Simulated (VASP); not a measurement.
# SiC (kscan) (F-43m) in VASP: further runs, part 2 of 2

VASP 6.6.1.

## 3. Single point, r2SCAN

The input, POSCAR:

```
SiC
1.0
    0.0000000000      2.1783082557      2.1783082557
    2.1783082557      0.0000000000      2.1783082557
    2.1783082557      2.1783082557      0.0000000000
Si C
1 1
Direct
    0.7500000000      0.7500000000      0.7500000000
    0.0000000000      0.0000000000      0.0000000000
```

The input, INCAR.step1:

```
ALGO = Normal
EDIFF = 1E-4
ENCUT = 520
GGA = PE
ISMEAR = 0
LASPH = T
LCHARG = F
LREAL = F
LWAVE = T
NBANDS = 11
NELM = 80
PREC = Accurate
SIGMA = 0.02
```

The input, INCAR.step2:

```
ALGO = Normal
EDIFF = 1E-6
ENCUT = 520
ISIF = 2
ISMEAR = 0
ISTART = 1
LASPH = T
LCHARG = F
LMIXTAU = T
LREAL = F
LWAVE = F
METAGGA = R2SCAN
NBANDS = 11
NELM = 80
PREC = Accurate
SIGMA = 0.02
```

The input, KPOINTS:

```
k-points
0
Gamma
  10 10 10
```

Potentials or basis: VASP PAW PBE potentials, release 64 (Si, C).

Command:

```bash
$ cat potpaw_PBE.64/Si/POTCAR potpaw_PBE.64/C/POTCAR > POTCAR
$ cp INCAR.step1 INCAR
$ mpirun -np 1 vasp_std > vasp.out
$ cp INCAR.step2 INCAR
$ mpirun -np 1 vasp_std > vasp.out
```

OUTCAR:

```text
EDIFF = 1E-6
   ENCUT = 520
   ISIF = 2
   ISMEAR = 0
   ISTART = 1
   LASPH = T
   LREAL = F
   METAGGA = R2SCAN
   NELM = 80
   PREC = Accurate

 ion  position               nearest neighbor table
   1  0.750  0.750  0.750-   2 1.89   2 1.89   2 1.89   2 1.89
   2  0.000  0.000  0.000-   1 1.89   1 1.89   1 1.89   1 1.89

  LATTYP: Found a face centered cubic cell.
 ALAT       =     4.3566165114

  Lattice vectors:

 A1 = (   0.0000000000,   2.1783082557,   2.1783082557)
 A2 = (   2.1783082557,   0.0000000000,   2.1783082557)
 A3 = (   2.1783082557,   2.1783082557,   0.0000000000)

Analysis of symmetry for initial positions (statically):
=====================================================================
 Subroutine PRICEL returns:
 Original cell was already a primitive cell.

 Routine SETGRP: Setting up the symmetry group for a
 face centered cubic supercell.

 Subroutine GETGRP returns: Found 24 space group operations
 (whereof 24 operations were pure point group operations)
 out of a pool of 48 trial point group operations.

The static configuration has the point symmetry T_d .

Analysis of symmetry for dynamics (positions and initial velocities):
[... 165 lines left out ...]

 k-point     1 :       0.0000    0.0000    0.0000
  band No.  band energies     occupation
      1      -8.1942      2.00000
      2       7.9929      2.00000
      3       7.9929      2.00000
      4       7.9929      2.00000
      5      14.8390      0.00000
      6      15.8489      0.00000
      7      15.8489      0.00000
      8      15.8489      0.00000
      9      23.2073      0.00000
     10      23.2073      0.00000
     11      25.7724      0.00000
[... 309 lines left out ...]
 k-point    24 :       0.4000    0.3000    0.0000
  band No.  band energies     occupation
      1      -4.9576      2.00000
      2       2.1561      2.00000
      3       4.7195      2.00000
      4       5.2455      2.00000
      5      11.2909      0.00000
      6      14.1581      0.00000
      7      20.5019      0.00000
      8      20.8052      0.00000
      9      22.8478      0.00000
     10      27.0873      0.00000
     11      30.5031      0.00000

 [... further k-points ...]
[... 5 lines left out ...]
  --------------------------------------------------------------------------------------
  -------------------------------------------------------------------------------------
  Total       -0.0277980     -0.0277980     -0.0277980      0.0000000      0.0000000      0.0000000
  in kB       -2.1544489     -2.1544489     -2.1544489      0.0000000      0.0000000      0.0000000
  external PRESSURE =      -2.1544489 kB  Pullay stress =       0.0000000 kB

 VOLUME and BASIS-vectors are now :
 -----------------------------------------------------------------------------
  energy-cutoff  :      520.00
  volume of cell :       20.67
      direct lattice vectors                 reciprocal lattice vectors
     0.000000000  2.178308256  2.178308256    -0.229535925  0.229535925  0.229535925
     2.178308256  0.000000000  2.178308256     0.229535925 -0.229535925  0.229535925
     2.178308256  2.178308256  0.000000000     0.229535925  0.229535925 -0.229535925

 POSITION                                       TOTAL-FORCE (eV/Angst)
 -----------------------------------------------------------------------------------
      3.26746      3.26746      3.26746         0.000000      0.000000     -0.000000
      0.00000      0.00000      0.00000         0.000000     -0.000000      0.000000
 -----------------------------------------------------------------------------------
    total drift:                               -0.000001     -0.000001     -0.000001

  FREE ENERGIE OF THE ION-ELECTRON SYSTEM (eV)
  ---------------------------------------------------
  free  energy   TOTEN  =       -19.3269575820 eV

  energy  without entropy=      -19.3269575820  energy(sigma->0) =      -19.32695758
```

OSZICAR.step1:

```text
N       E                     dE             d eps       ncg     rms          rms(c)
DAV:   1     0.355739774078E+01    0.35574E+01   -0.41564E+03  1042   0.676E+02
DAV:   2    -0.162838003192E+02   -0.19841E+02   -0.18917E+02  1391   0.102E+02
DAV:   3    -0.169123450400E+02   -0.62854E+00   -0.62697E+00  1306   0.156E+01
DAV:   4    -0.169149330606E+02   -0.25880E-02   -0.25878E-02  1153   0.126E+00
DAV:   5    -0.169149445841E+02   -0.11523E-04   -0.11523E-04  1282   0.791E-02    0.882E+00
DAV:   6    -0.151146071817E+02    0.18003E+01   -0.64942E+00  1142   0.114E+01    0.391E+00
DAV:   7    -0.150648245573E+02    0.49783E-01   -0.38617E-01  1238   0.355E+00    0.178E+00
DAV:   8    -0.150570824201E+02    0.77421E-02   -0.20340E-02  1166   0.949E-01    0.172E-01
DAV:   9    -0.150571850909E+02   -0.10267E-03   -0.16407E-03  1290   0.231E-01    0.113E-01
DAV:  10    -0.150572957180E+02   -0.11063E-03   -0.24035E-04  1120   0.940E-02    0.264E-02
DAV:  11    -0.150572977546E+02   -0.20366E-05   -0.40838E-05   634   0.338E-02
   1 F= -.15057298E+02 E0= -.15057298E+02  d E =-.104731E-33
```

It took 36 s on 1 thread of Intel Xeon 8259CL, shared host; peak memory 0.14 GiB.

What came out:

```yaml
Free_energy: -19.3270 eV
Pressure: -0.2 GPa
Band_gap_on_the_k_mesh: 1.72 eV, indirect (least direct gap 5.06 eV)
```

Caveat: the PAW data sets were made with another functional, which shifts forces and pressure a little. A k mesh can miss the band edges.
